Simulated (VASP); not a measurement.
# Hf (P6_3/mmc) in VASP: notebook

Runs on Hf. Level: LDA. Tasks: single point.

All numbers are computed with VASP 6.6.1; they aren't measurements. Logs are shortened: lines on timing, memory, paths and dates and some standing lists are left out, and cuts for length are marked.

### 1 The cell of the first run

Symmetry: P6_3/mmc, No. 194, hexagonal system. Conventional cell: a = 3.197 Å, b = 3.197 Å, c = 5.058 Å, α = 90.00°, β = 90.00°, γ = 120.00°. Hf (site symmetry -6m2) has 12 Hf at 3.13 to 3.20 Å within 4.1 Å.

### 2 Single point, LDA

INCAR reads:

```
  ALGO = Normal
  EDIFF = 1E-7
  ENCUT = 520
  ISIF = 2
  ISMEAR = 1
  LASPH = T
  LCHARG = F
  LREAL = F
  LWAVE = F
  NBANDS = 17
  NELM = 80
  PREC = Accurate
  SIGMA = 0.1
```

KPOINTS reads:

```
k-points
0
Gamma
  8 8 5
```

POSCAR reads:

```
Hf
1.0
    3.1967000000      0.0000000000      0.0000000000
   -1.5983500000      2.7684230000      0.0000000000
    0.0000000000      0.0000000000      5.0578000000
Hf
2
Direct
    0.3333333333      0.6666666667      0.2500000000
    0.6666666667      0.3333333333      0.7500000000
```

Potentials or basis: VASP PAW LDA potentials, release 64 (Hf_pv).

On the command line:

```sh
cat potpaw_LDA.64/Hf_pv/POTCAR > POTCAR
mpirun -np 1 vasp_std > vasp.out
```

OUTCAR:

```text
EDIFF = 1E-7
   ENCUT = 520
   ISIF = 2
   ISMEAR = 1
   LASPH = T
   LREAL = F
   NELM = 80
   PREC = Accurate

 ion  position               nearest neighbor table
   1  0.333  0.667  0.250-   2 3.13   2 3.13   2 3.13   2 3.13   2 3.13   2 3.13
   2  0.667  0.333  0.750-   1 3.13   1 3.13   1 3.13   1 3.13   1 3.13   1 3.13

  LATTYP: Found a hexagonal cell.
 ALAT       =     3.1967000000
 C/A-ratio  =     1.5821941377

  Lattice vectors:

 A1 = (   3.1967000000,   0.0000000000,   0.0000000000)
 A2 = (  -1.5983500000,   2.7684230000,   0.0000000000)
 A3 = (   0.0000000000,   0.0000000000,   5.0578000000)

Analysis of symmetry for initial positions (statically):
=====================================================================
 Subroutine PRICEL returns:
 Original cell was already a primitive cell.

 Routine SETGRP: Setting up the symmetry group for a
 hexagonal supercell.

 Subroutine GETGRP returns: Found 24 space group operations
 (whereof 12 operations were pure point group operations)
 out of a pool of 24 trial point group operations.

The static configuration has the point symmetry D_3d.
 The point group associated with its full space group is D_6h.

Analysis of symmetry for dynamics (positions and initial velocities):
=====================================================================
 Subroutine PRICEL returns:
 Original cell was already a primitive cell.

 Routine SETGRP: Setting up the symmetry group for a
 hexagonal supercell.

 Subroutine GETGRP returns: Found 24 space group operations
 (whereof 12 operations were pure point group operations)
 out of a pool of 24 trial point group operations.

The dynamic configuration has the point symmetry D_3d.
 The point group associated with its full space group is D_6h.

 Subroutine INISYM returns: Found 24 space group operations
 (whereof 12 operations are pure point group operations),
 and found     1 'primitive' translations

----------------------------------------------------------------------------------------

                                     Primitive cell

  volume of cell :      44.7606

  direct lattice vectors                    reciprocal lattice vectors
     3.196700000  0.000000000  0.000000000     0.312822598  0.180608238  0.000000000
    -1.598350000  2.768423000  0.000000000     0.000000000  0.361216476  0.000000000
     0.000000000  0.000000000  5.057800000     0.000000000  0.000000000  0.197714421

  length of vectors
     3.196700000  3.196699646  5.057800000     0.361216436  0.361216476  0.197714421

  position of ions in fractional coordinates (direct lattice)
     0.333333333  0.666666667  0.250000000
     0.666666667  0.333333333  0.750000000

  ion indices of the primitive-cell ions
   primitive index   ion index
                 1           1
                 2           2

----------------------------------------------------------------------------------------

 KPOINTS: k-points

Automatic generation of k-mesh.
 Grid dimensions read from file:
 generate k-points for:    8    8    5

 Generating k-lattice:

  Cartesian coordinates                     Fractional coordinates (reciprocal lattice)
     0.039102825  0.022576030  0.000000000     0.125000000  0.000000000  0.000000000
     0.000000000  0.045152059  0.000000000     0.000000000  0.125000000  0.000000000
     0.000000000  0.000000000  0.039542884     0.000000000  0.000000000  0.200000000

  Length of vectors
     0.045152054  0.045152059  0.039542884

  Shift w.r.t. Gamma in fractional coordinates (k-lattice)
     0.000000000  0.000000000  0.000000000

 Subroutine IBZKPT returns following result:
 ===========================================

 Found     30 irreducible k-points:

 Following reciprocal coordinates:
            Coordinates               Weight
  0.000000  0.000000  0.000000      1.000000
  0.125000  0.000000  0.000000      6.000000
  0.250000  0.000000  0.000000      6.000000
  0.375000  0.000000  0.000000      6.000000
  0.500000  0.000000  0.000000      3.000000
  0.125000  0.125000  0.000000      6.000000
[... 16 lines left out ...]
  0.250000  0.000000  0.400000     12.000000
  0.375000  0.000000  0.400000     12.000000
 [... further k-points ...]
   k-points           NKPTS =     30   k-points in BZ     NKDIM =     30   number of bands    NBANDS=     17
   number of dos      NEDOS =    301   number of ions     NIONS =      2
   total plane-waves  NPLWV =  23040
   dimension x,y,z NGX =    24 NGY =   24 NGZ =   40
   dimension x,y,z NGXF=    48 NGYF=   48 NGZF=   80
   ions per type =               2
   NGX,Y,Z   is equivalent  to a cutoff of  12.48, 12.48, 13.15 a.u.
   NGXF,Y,Z  is equivalent  to a cutoff of  24.96, 24.96, 26.30 a.u.
 SYSTEM =  unknown system
   PREC   = accura    normal or accurate (medium, high low for compatibility)
   ISTART =      0    job   : 0-new  1-cont  2-samecut
   ICHARG =      2    charge: 1-file 2-atom 10-const
   ISPIN  =      1    spin polarized calculation?
   LNONCOLLINEAR =      F non collinear calculations
   LSORBIT =      F    spin-orbit coupling
   LASPH  =      T    aspherical Exc in radial PAW
   ENCUT  =  520.0 eV  38.22 Ry    6.18 a.u.   5.94  5.94  9.40*2*pi/ulx,y,z
   NELM   =     80;   NELMIN=  2; NELMDL= -5     # of ELM steps
   EDIFF  = 0.1E-06   stopping-criterion for ELM
   LREAL  =      F    real-space projection
   EDIFFG = 0.1E-05   stopping-criterion for IOM
   NSW    =      0    number of steps for IOM
   IBRION =     -1    ionic relax: 0-MD 1-quasi-New 2-CG
   NFREE  =      0    steps in history (QN), initial steepest desc. (CG)
   ISIF   =      2    stress and relaxation
   ISYM   =      2    0-nonsym 1-usesym 2-fastsym
   POTIM  = 0.5000    time-step for ionic-motion
   TEBEG  =    0.0;   TEEND  =   0.0 temperature during run
   PSTRESS=    0.0 pullay stress
   NELECT =      20.0000    total number of electrons
   NUPDOWN=      -1.0000    fix difference up-down
   EMIN   =  10.00;   EMAX   =-10.00  energy-range for DOS
   EFERMI =   0.00;   METHOD = LEGACY
   ISMEAR =     1;   SIGMA  =   0.10  broadening in eV -4-tet -1-fermi 0-gaus
   EFERMI_NEDOS =   21; number of points for ismear=-14 and -15
   IALGO  =     38    algorithm
   IMIX   =      4    mixing-type and parameters
     AMIX     =   0.40;   BMIX     =  1.00
     AMIX_MAG =   1.60;   BMIX_MAG =  1.00
  volume/ion in A,a.u.               =      22.38       151.03
  Fermi-wavevector in a.u.,A,eV,Ry     =   1.251563  2.365112 21.312313  1.566411
  Thomas-Fermi vector in A             =   2.385505
   LORBIT       =      0    0 simple, 1 ext, 2 COOP (PROOUT), +10 PAW based schemes
   GGA     = CA    functional components
   LHFCALC =     F    Hartree Fock is set to
   AEXX    =    0.0000 exact exchange contribution
   IVDW    =     0    specifies the selected vdW correction
   LEPSILON=     F    determine dielectric tensor
   LRPA    =     F    only Hartree local field effects (RPA)
 non-spin polarized calculation
 Methfessel and Paxton  Order N= 1 SIGMA  =   0.10
  energy-cutoff  :      520.00
  volume of cell :       44.76
 maximum number of plane-waves:      1220
 NGX is ok and might be reduce to    24
   NGX = 11   NGY = 11   NGZ = 19

 number of electron      20.0000004 magnetization

 Free energy of the ion-electron system (eV)
  ---------------------------------------------------
  ext. energy  EPLUGINS =         0.00000000
  ---------------------------------------------------
  free energy    TOTEN  =       -21.31589639 eV

  energy without entropy =      -21.31632446  energy(sigma->0) =      -21.31603908

 E-fermi :   4.8781     XC(G=0): -11.4697

 val. band max:        4.7659856616   @ k =   0.0000   0.0000   0.4000
 cond. band min:       4.8924335289   @ k =   0.2500   0.2500   0.4000
 fundamental gap:      0.1264478672
 Fermi energy:         4.8781027804

 k-point     1 :       0.0000    0.0000    0.0000
  band No.  band energies     occupation
      1     -26.1609      2.00000
      2     -25.3951      2.00000
      3     -25.3951      2.00000
      4     -25.2762      2.00000
      5     -25.2644      2.00000
      6     -25.2644      2.00000
[... 9 lines left out ...]
     16       7.3183      0.00000
     17      10.0210      0.00000

 k-point     2 :       0.1250    0.0000    0.0000
  band No.  band energies     occupation
      1     -26.1204      2.00000
      2     -25.4804      2.00000
      3     -25.4235      2.00000
      4     -25.3537      2.00000
      5     -25.2952      2.00000
      6     -25.2761      2.00000
[... 9 lines left out ...]
     16       7.1267      0.00000
     17      10.3334      0.00000

 k-point     3 :       0.2500    0.0000    0.0000
  band No.  band energies     occupation
      1     -26.0110      2.00000
      2     -25.6863      2.00000
      3     -25.5584      2.00000
      4     -25.4882      2.00000
      5     -25.3524      2.00000
      6     -25.3074      2.00000
[... 9 lines left out ...]
     16       8.3000      0.00000
     17      10.8012      0.00000

 k-point     4 :       0.3750    0.0000    0.0000
  band No.  band energies     occupation
      1     -25.8913      2.00000
      2     -25.8707      2.00000
      3     -25.7500      2.00000
      4     -25.5494      2.00000
      5     -25.4402      2.00000
      6     -25.3412      2.00000
[... 9 lines left out ...]
     16       9.8978      0.00000
     17      11.0656      0.00000

 k-point     5 :       0.5000    0.0000    0.0000
  band No.  band energies     occupation
      1     -25.9755      2.00000
      2     -25.8263      2.00000
      3     -25.7877      2.00000
      4     -25.5741      2.00000
      5     -25.5013      2.00000
      6     -25.3556      2.00000
[... 9 lines left out ...]
     16      11.1391      0.00000
     17      11.7318      0.00000

 k-point     6 :       0.1250    0.1250    0.0000
  band No.  band energies     occupation
      1     -26.0452      2.00000
      2     -25.5978      2.00000
      3     -25.5520      2.00000
      4     -25.4277      2.00000
      5     -25.3335      2.00000
      6     -25.3168      2.00000
[... 9 lines left out ...]
     16       8.1134      0.00000
     17      10.5542      0.00000

 k-point     7 :       0.2500    0.1250    0.0000
  band No.  band energies     occupation
      1     -25.9177      2.00000
      2     -25.7875      2.00000
      3     -25.7047      2.00000
      4     -25.5283      2.00000
      5     -25.4086      2.00000
      6     -25.3723      2.00000
[... 9 lines left out ...]
     16       9.7487      0.00000
     17      10.7544      0.00000

 k-point     8 :       0.3750    0.1250    0.0000
  band No.  band energies     occupation
      1     -25.9309      2.00000
      2     -25.7910      2.00000
      3     -25.7893      2.00000
      4     -25.6082      2.00000
      5     -25.4996      2.00000
      6     -25.4079      2.00000
[... 9 lines left out ...]
     16      10.8466      0.00000
     17      11.4354      0.00000
[... 203 lines left out ...]
      1     -25.9163      2.00000
      2     -25.8731      2.00000
      3     -25.6697      2.00000
      4     -25.6382      2.00000
      5     -25.4984      2.00000
      6     -25.4336      2.00000
[... 9 lines left out ...]
     16      10.5749      0.00000
     17      11.6091      0.00000

 k-point    20 :       0.3750    0.2500    0.2000
  band No.  band energies     occupation
      1     -25.9216      2.00000
      2     -25.8399      2.00000
      3     -25.7788      2.00000
      4     -25.5849      2.00000
      5     -25.5555      2.00000
      6     -25.4769      2.00000
[... 9 lines left out ...]
     16      10.4967      0.00000
     17      11.0145      0.00000

 k-point    21 :       0.0000    0.0000    0.4000
  band No.  band energies     occupation
      1     -25.8697      2.00000
      2     -25.5969      2.00000
      3     -25.3502      2.00000
      4     -25.3502      2.00000
      5     -25.3098      2.00000
      6     -25.3098      2.00000
[... 9 lines left out ...]
     16       8.9501      0.00000
     17       9.8791      0.00000

 k-point    22 :       0.1250    0.0000    0.4000
  band No.  band energies     occupation
      1     -25.8685      2.00000
      2     -25.6337      2.00000
      3     -25.4143      2.00000
      4     -25.3729      2.00000
      5     -25.3563      2.00000
      6     -25.3274      2.00000
[... 9 lines left out ...]
     16       8.9227      0.00000
     17       9.8613      0.00000

 k-point    23 :       0.2500    0.0000    0.4000
  band No.  band energies     occupation
      1     -25.9023      2.00000
      2     -25.7717      2.00000
      3     -25.5237      2.00000
      4     -25.4264      2.00000
      5     -25.4179      2.00000
      6     -25.3706      2.00000
[... 9 lines left out ...]
     16       9.0671      0.00000
     17       9.8819      0.00000

 k-point    24 :       0.3750    0.0000    0.4000
  band No.  band energies     occupation
      1     -26.0073      2.00000
      2     -25.9408      2.00000
      3     -25.5503      2.00000
      4     -25.4785      2.00000
      5     -25.4465      2.00000
      6     -25.4141      2.00000
[... 9 lines left out ...]
     16       9.9574      0.00000
     17      10.3936      0.00000

 [... further k-points ...]

------------------------ aborting loop because EDIFF is reached ----------------------------------------

  FORCE on cell =-STRESS in cart. coord.  units (eV):
  Direction    XX          YY          ZZ          XY          YZ          ZX
  --------------------------------------------------------------------------------------
  -------------------------------------------------------------------------------------
  Total       -2.0595972     -2.0595965     -2.1317534      0.0000000      0.0000000      0.0000000
  in kB      -73.7219617    -73.7219399    -76.3047488      0.0000000      0.0000000      0.0000000
  external PRESSURE =     -74.5828835 kB  Pullay stress =       0.0000000 kB

 VOLUME and BASIS-vectors are now :
 -----------------------------------------------------------------------------
  energy-cutoff  :      520.00
  volume of cell :       44.76
      direct lattice vectors                 reciprocal lattice vectors
     3.196700000  0.000000000  0.000000000     0.312822598  0.180608238  0.000000000
    -1.598350000  2.768423000  0.000000000     0.000000000  0.361216476  0.000000000
     0.000000000  0.000000000  5.057800000     0.000000000  0.000000000  0.197714421

 POSITION                                       TOTAL-FORCE (eV/Angst)
 -----------------------------------------------------------------------------------
     -0.00000      1.84562      1.26445        -0.000000      0.000000      0.000000
      1.59835      0.92281      3.79335         0.000000     -0.000000      0.000000
 -----------------------------------------------------------------------------------
    total drift:                                0.000000     -0.000000      0.000000

  FREE ENERGIE OF THE ION-ELECTRON SYSTEM (eV)
  ---------------------------------------------------
  free  energy   TOTEN  =       -21.3158963932 eV

  energy  without entropy=      -21.3163244560  energy(sigma->0) =      -21.31603908
```

Wall time 6.2 s (1 thread of Intel Xeon 6975P-C (Granite Rapids), shared host); peak memory 0.15 GiB.

Results:

| Property | Result |
| --- | --- |
| Free energy | -21.3159 eV |
| Pressure | -7.5 GPa |
| Band gap on the k mesh | zero (band 10 reaches 5.90 eV, above the bottom of band 11 at 4.52 eV) |

Stress tensor (GPa, compression positive):
```
-7.37  0.00  0.00
 0.00 -7.37  0.00
 0.00  0.00 -7.63
```

Caveat: spin-orbit coupling is left out, which moves the levels of the heavy elements.

(Continued in part 2 of 2.)
